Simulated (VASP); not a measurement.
**Cs: single point with LDA**

The system is Cs.

```xyz
1
Lattice="-3.0527 3.0527 3.0225 3.0527 -3.0527 3.0225 3.0527 3.0527 -3.0225" Properties=species:S:1:pos:R:3 pbc="T T T"
Cs    0.0000    0.0000    0.0000
```

This cell differs from its parent crystal: equal xx and yy strain of +1 %.

```
Program             : VASP 6.6.1
Task                : single point
Functional          : LDA
Potentials or basis : VASP PAW LDA potentials, release 64 (Cs_sv)
Cutoff              : 520 eV
k mesh              : 9 × 9 × 9
Occupations         : fermi-dirac, width 0.05 eV
Spin                : no spin polarisation
```

- Pressure: -0.3 GPa

Levels at points of the mesh, in eV from the Fermi level:
```csv
k point,band 3,band 4,band 5,band 6,band 7,band 8
"(0.00, 0.00, 0.00)",-10.55,-10.55,-1.71,2.40,2.44,2.44
```

Run time: 21 s on 1 thread of Intel(R) Xeon(R) 6975P-C (Granite Rapids), on a shared host, peak memory 0.23 GiB.

Caveat: the cell differs from its parent crystal (equal xx and yy strain of +1 %); spin-orbit coupling is left out, which moves the levels of the heavy elements.
